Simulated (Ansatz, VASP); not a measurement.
# Two plane-wave programs on SiGe2

```
CELL_PARAMETERS angstrom
3.73060 0.00000 0.00000
1.86530 -7.37150 0.00000
0.00000 0.00000 -3.70234
ATOMIC_POSITIONS crystal
Ge 0.75000 0.50000 0.75000
Ge 0.25000 0.50000 0.25000
Ge 0.44100 0.11800 0.75000
Ge 0.55900 0.88200 0.25000
Si 0.10600 0.78800 0.75000
Si 0.89400 0.21200 0.25000
```

Alike in both runs: task single point; functional PBEsol; k mesh 8 × 8 × 8; no spin polarisation.

|  | VASP | Ansatz |
| --- | --- | --- |
| version | VASP 6.6.1 | Ansatz 0.2.0 |
| potentials or method | VASP PAW PBE potentials, release 64 (Ge_d, Si), cutoff 520 eV | PAW plane waves |
| occupations | fermi-dirac, width 0.1 eV | fermi-dirac |
| valence electrons in the cell | 64 | 64 |

VASP gave:

```
pressure (GPa)                     : 4.0
rms of the force components (eV/Å) : 0.295
```

Q: What did Ansatz give for the same quantities?

A: Pressure (GPa): 3.9; rms of the force components (eV/Å): 0.295.

VASP's potentials were made for PBE, not for PBEsol.
